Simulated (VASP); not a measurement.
# CaO (I4mm) in VASP: single point with PBE

Aim: the single point of CaO with PBE.

All numbers are computed with VASP 6.6.1; they aren't measurements. Logs are shortened: lines on timing, memory, paths and dates and some standing lists are left out, and cuts for length are marked.

## Step 1: The cell of the first run

It takes space group I4mm (No. 107, tetragonal). The conventional cell has a = 3.392 Å, b = 3.392 Å, c = 5.361 Å, α = 90.00°, β = 90.00°, γ = 90.00°. Within 3.0 Å of Ca (site symmetry 4mm) lie 5 O at 2.30 to 2.43 Å. Within 3.0 Å of O (site symmetry 4mm) lie 5 Ca at 2.30 to 2.43 Å.

## Step 2: Single point, PBE

INCAR

```
ALGO = Normal ; EDIFF = 1E-7
ENCUT = 520 ; GGA = PE
ISIF = 2 ; ISMEAR = 0
LASPH = T ; LCHARG = F
LREAL = F ; LWAVE = F
NBANDS = 15 ; NELM = 100
PREC = Accurate ; SIGMA = 0.1
```

KPOINTS

```
k-points
0
Gamma
  8 8 8
```

POSCAR

```
CaO
1.0
   -1.6961560500      1.6961560500      2.6807216800
    1.6961560500     -1.6961560500      2.6807216800
    1.6961560500      1.6961560500     -2.6807216800
Ca O
1 1
Direct
    0.0006089000      0.0006089000      0.0000000000
    0.5713921200      0.5713921200      0.0000000000
```

Potentials or basis: VASP PAW PBE potentials, release 64 (Ca_sv, O).

Launch:

```
cat potpaw_PBE.64/Ca_sv/POTCAR potpaw_PBE.64/O/POTCAR > POTCAR
mpirun -np 1 vasp_std > vasp.out
```

OUTCAR:

```text
EDIFF = 1E-7
   ENCUT = 520
   GGA = PE
   ISIF = 2
   ISMEAR = 0
   LASPH = T
   LREAL = F
   NELM = 100
   PREC = Accurate

 ion  position               nearest neighbor table
   1  0.001  0.001  0.000-   2 2.30   2 2.43   2 2.43   2 2.43   2 2.43
   2  0.571  0.571  0.000-   1 2.30   1 2.43   1 2.43   1 2.43   1 2.43

  LATTYP: Found a body centered tetragonal cell.
 ALAT       =     3.3923121000
 C/A-ratio  =     1.5804687782

  Lattice vectors:

 A1 = (  -1.6961560500,   1.6961560500,   2.6807216800)
 A2 = (   1.6961560500,  -1.6961560500,   2.6807216800)
 A3 = (   1.6961560500,   1.6961560500,  -2.6807216800)

Analysis of symmetry for initial positions (statically):
=====================================================================
 Subroutine PRICEL returns:
 Original cell was already a primitive cell.

 Routine SETGRP: Setting up the symmetry group for a
 body centered tetragonal supercell.

 Subroutine GETGRP returns: Found  8 space group operations
 (whereof  8 operations were pure point group operations)
 out of a pool of 16 trial point group operations.

The static configuration has the point symmetry C_4v.

Analysis of symmetry for dynamics (positions and initial velocities):
=====================================================================
 Subroutine PRICEL returns:
 Original cell was already a primitive cell.

 Routine SETGRP: Setting up the symmetry group for a
 body centered tetragonal supercell.

 Subroutine GETGRP returns: Found  8 space group operations
 (whereof  8 operations were pure point group operations)
 out of a pool of 16 trial point group operations.

The dynamic configuration has the point symmetry C_4v.

 Subroutine INISYM returns: Found  8 space group operations
 (whereof  8 operations are pure point group operations),
 and found     1 'primitive' translations

----------------------------------------------------------------------------------------

                                     Primitive cell

  volume of cell :      30.8492

  direct lattice vectors                    reciprocal lattice vectors
    -1.696156050  1.696156050  2.680721680     0.000000000  0.294784197  0.186516938
     1.696156050 -1.696156050  2.680721680     0.294784197  0.000000000  0.186516938
     1.696156050  1.696156050 -2.680721680     0.294784197  0.294784197  0.000000000

  length of vectors
     3.597243308  3.597243308  3.597243308     0.348835622  0.348835622  0.416887810

  position of ions in fractional coordinates (direct lattice)
     0.000608900  0.000608900  0.000000000
     0.571392120  0.571392120  0.000000000

  ion indices of the primitive-cell ions
   primitive index   ion index
                 1           1
                 2           2

----------------------------------------------------------------------------------------

 KPOINTS: k-points

Automatic generation of k-mesh.
 Grid dimensions read from file:
 generate k-points for:    8    8    8

 Generating k-lattice:

  Cartesian coordinates                     Fractional coordinates (reciprocal lattice)
     0.000000000  0.036848025  0.023314617     0.125000000  0.000000000  0.000000000
     0.036848025  0.000000000  0.023314617     0.000000000  0.125000000  0.000000000
     0.036848025  0.036848025  0.000000000     0.000000000  0.000000000  0.125000000

  Length of vectors
     0.043604453  0.043604453  0.052110976

  Shift w.r.t. Gamma in fractional coordinates (k-lattice)
     0.000000000  0.000000000  0.000000000

 Subroutine IBZKPT returns following result:
 ===========================================

 Found     59 irreducible k-points:

 Following reciprocal coordinates:
            Coordinates               Weight
  0.000000  0.000000  0.000000      1.000000
  0.125000  0.000000  0.000000      8.000000
  0.250000  0.000000  0.000000      8.000000
  0.375000  0.000000 -0.000000      8.000000
  0.500000  0.000000  0.000000      4.000000
  0.125000  0.125000  0.000000      8.000000
[... 16 lines left out ...]
  0.250000  0.125000  0.125000     16.000000
  0.375000  0.125000  0.125000      8.000000
 [... further k-points ...]
   k-points           NKPTS =     59   k-points in BZ     NKDIM =     59   number of bands    NBANDS=     15
   number of dos      NEDOS =    301   number of ions     NIONS =      2
   total plane-waves  NPLWV =  21952
   dimension x,y,z NGX =    28 NGY =   28 NGZ =   28
   dimension x,y,z NGXF=    56 NGYF=   56 NGZF=   56
   ions per type =               1   1
   NGX,Y,Z   is equivalent  to a cutoff of  12.94, 12.94, 12.94 a.u.
   NGXF,Y,Z  is equivalent  to a cutoff of  25.88, 25.88, 25.88 a.u.
 SYSTEM =  unknown system
   PREC   = accura    normal or accurate (medium, high low for compatibility)
   ISTART =      0    job   : 0-new  1-cont  2-samecut
   ICHARG =      2    charge: 1-file 2-atom 10-const
   ISPIN  =      1    spin polarized calculation?
   LNONCOLLINEAR =      F non collinear calculations
   LSORBIT =      F    spin-orbit coupling
   LASPH  =      T    aspherical Exc in radial PAW
   ENCUT  =  520.0 eV  38.22 Ry    6.18 a.u.   6.69  6.69  6.69*2*pi/ulx,y,z
   NELM   =    100;   NELMIN=  2; NELMDL= -5     # of ELM steps
   EDIFF  = 0.1E-06   stopping-criterion for ELM
   LREAL  =      F    real-space projection
   EDIFFG = 0.1E-05   stopping-criterion for IOM
   NSW    =      0    number of steps for IOM
   IBRION =     -1    ionic relax: 0-MD 1-quasi-New 2-CG
   NFREE  =      0    steps in history (QN), initial steepest desc. (CG)
   ISIF   =      2    stress and relaxation
   ISYM   =      2    0-nonsym 1-usesym 2-fastsym
   POTIM  = 0.5000    time-step for ionic-motion
   TEBEG  =    0.0;   TEEND  =   0.0 temperature during run
   PSTRESS=    0.0 pullay stress
   NELECT =      16.0000    total number of electrons
   NUPDOWN=      -1.0000    fix difference up-down
   EMIN   =  10.00;   EMAX   =-10.00  energy-range for DOS
   EFERMI =   0.00;   METHOD = LEGACY
   ISMEAR =     0;   SIGMA  =   0.10  broadening in eV -4-tet -1-fermi 0-gaus
   EFERMI_NEDOS =   21; number of points for ismear=-14 and -15
   IALGO  =     38    algorithm
   IMIX   =      4    mixing-type and parameters
     AMIX     =   0.40;   BMIX     =  1.00
     AMIX_MAG =   1.60;   BMIX_MAG =  1.00
  volume/ion in A,a.u.               =      15.42       104.09
  Fermi-wavevector in a.u.,A,eV,Ry     =   1.315327  2.485608 23.539235  1.730085
  Thomas-Fermi vector in A             =   2.445517
   LORBIT       =      0    0 simple, 1 ext, 2 COOP (PROOUT), +10 PAW based schemes
   GGA     = PE    functional components
   LHFCALC =     F    Hartree Fock is set to
   AEXX    =    0.0000 exact exchange contribution
   IVDW    =     0    specifies the selected vdW correction
   LEPSILON=     F    determine dielectric tensor
   LRPA    =     F    only Hartree local field effects (RPA)
 non-spin polarized calculation
 Gauss-broadening in eV      SIGMA  =   0.10
  energy-cutoff  :      520.00
  volume of cell :       30.85
 maximum number of plane-waves:       846
   NGX = 13   NGY = 13   NGZ = 13

 number of electron      16.0000000 magnetization

 Free energy of the ion-electron system (eV)
  ---------------------------------------------------
  ext. energy  EPLUGINS =         0.00000000
  ---------------------------------------------------
  free energy    TOTEN  =       -12.67268107 eV

  energy without entropy =      -12.67268107  energy(sigma->0) =      -12.67268107

 E-fermi :   2.0289     XC(G=0):  -9.9269

 val. band max:        1.5976632131   @ k =   0.0000   0.0000   0.0000
 cond. band min:       5.5188367877   @ k =   0.0000   0.0000   0.0000
 fundamental gap:      3.9211735746
 Fermi energy:         2.0288796967

 k-point     1 :       0.0000    0.0000    0.0000
  band No.  band energies     occupation
      1     -36.1718      2.00000
      2     -17.0778      2.00000
      3     -16.9800      2.00000
      4     -16.9800      2.00000
      5     -13.5912      2.00000
      6       1.3187      2.00000
      7       1.5977      2.00000
      8       1.5977      2.00000
      9       5.5188      0.00000
     10       7.4069      0.00000
     11       8.4960      0.00000
     12       8.4960      0.00000
     13       9.5985      0.00000
     14       9.6294      0.00000
     15      16.1348      0.00000

 k-point     2 :       0.1250    0.0000    0.0000
  band No.  band energies     occupation
      1     -36.1619      2.00000
      2     -17.1670      2.00000
      3     -17.0413      2.00000
      4     -16.9809      2.00000
      5     -13.4428      2.00000
      6       0.9707      2.00000
      7       1.4215      2.00000
      8       1.4710      2.00000
      9       6.1588      0.00000
     10       7.5371      0.00000
     11       8.3047      0.00000
     12       8.5226      0.00000
     13       9.9891      0.00000
     14       9.9950      0.00000
     15      16.6063      0.00000

 k-point     3 :       0.2500    0.0000    0.0000
  band No.  band energies     occupation
      1     -36.1380      2.00000
      2     -17.4507      2.00000
      3     -17.0826      2.00000
      4     -16.9831      2.00000
      5     -13.1221      2.00000
      6       0.2208      2.00000
      7       1.1606      2.00000
      8       1.1775      2.00000
      9       7.4184      0.00000
     10       7.7078      0.00000
     11       8.6089      0.00000
     12       8.8393      0.00000
     13      10.5847      0.00000
     14      10.7270      0.00000
     15      16.6142      0.00000
[... 343 lines left out ...]
 k-point    23 :       0.2500    0.1250    0.1250
  band No.  band energies     occupation
      1     -36.0969      2.00000
      2     -17.5794      2.00000
      3     -17.1697      2.00000
      4     -17.1220      2.00000
      5     -12.9880      2.00000
      6      -0.0413      2.00000
      7       0.7570      2.00000
      8       1.0237      2.00000
      9       7.5533      0.00000
     10       8.3987      0.00000
     11       9.8045      0.00000
     12       9.9447      0.00000
     13      10.7468      0.00000
     14      12.1266      0.00000
     15      15.3785      0.00000

 k-point    24 :       0.3750    0.1250    0.1250
  band No.  band energies     occupation
      1     -36.0886      2.00000
      2     -17.6310      2.00000
      3     -17.1617      2.00000
      4     -17.1488      2.00000
      5     -12.9599      2.00000
      6      -0.0990      2.00000
      7       0.6360      2.00000
      8       1.0163      2.00000
      9       8.0399      0.00000
     10       8.0759      0.00000
     11      10.0153      0.00000
     12      10.2263      0.00000
     13      11.0810      0.00000
     14      12.9477      0.00000
     15      14.1929      0.00000

 [... further k-points ...]
[... 5 lines left out ...]
  --------------------------------------------------------------------------------------
  -------------------------------------------------------------------------------------
  Total       -0.7508627     -0.7508627     -0.7703147      0.0000000     -0.0000000      0.0000000
  in kB      -38.9966946    -38.9966946    -40.0069491      0.0000000     -0.0000000      0.0000000
  external PRESSURE =     -39.3334461 kB  Pullay stress =       0.0000000 kB

 VOLUME and BASIS-vectors are now :
 -----------------------------------------------------------------------------
  energy-cutoff  :      520.00
  volume of cell :       30.85
      direct lattice vectors                 reciprocal lattice vectors
    -1.696156050  1.696156050  2.680721680     0.000000000  0.294784197  0.186516938
     1.696156050 -1.696156050  2.680721680     0.294784197  0.000000000  0.186516938
     1.696156050  1.696156050 -2.680721680     0.294784197  0.294784197  0.000000000

 POSITION                                       TOTAL-FORCE (eV/Angst)
 -----------------------------------------------------------------------------------
      0.00000      0.00000      0.00326        -0.000000     -0.000000      0.307931
      0.00000      0.00000      3.06349         0.000000      0.000000     -0.307931
 -----------------------------------------------------------------------------------
    total drift:                                0.000000      0.000000      0.000011

  FREE ENERGIE OF THE ION-ELECTRON SYSTEM (eV)
  ---------------------------------------------------
  free  energy   TOTEN  =       -12.6726810701 eV

  energy  without entropy=      -12.6726810701  energy(sigma->0) =      -12.67268107
```

Run time: 26 s. Hardware: 1 thread of Intel Xeon Platinum 8259CL at 2.50GHz (Skylake/Cascade Lake), shared host; peak memory 0.17 GiB.

Results:

```yaml
Free_energy: -12.6727 eV
Pressure: -3.9 GPa
Largest_force: 0.308 eV/Å
Band_gap_on_the_k_mesh: 3.92 eV, direct
```

Forces on the atoms (eV/Å):
```
Ca   0.000  0.000  0.308
O    0.000  0.000 -0.308
```

Levels at points of the mesh, in eV from the valence-band top:
```csv
k point,band 6,band 7,band 8,band 9,band 10,band 11
"(0.00, 0.00, 0.00)",-0.28,0.00,0.00,3.92,5.81,6.90
"(0.50, 0.00, 0.00)",-2.20,-0.81,-0.78,6.65,6.91,8.14
"(0.50, 0.50, 0.00)",-1.03,-0.72,-0.41,4.60,7.16,8.67
"(0.50, 0.50, 0.50)",-1.32,-0.08,-0.08,4.07,7.03,8.66
```

A k mesh can miss the band edges.
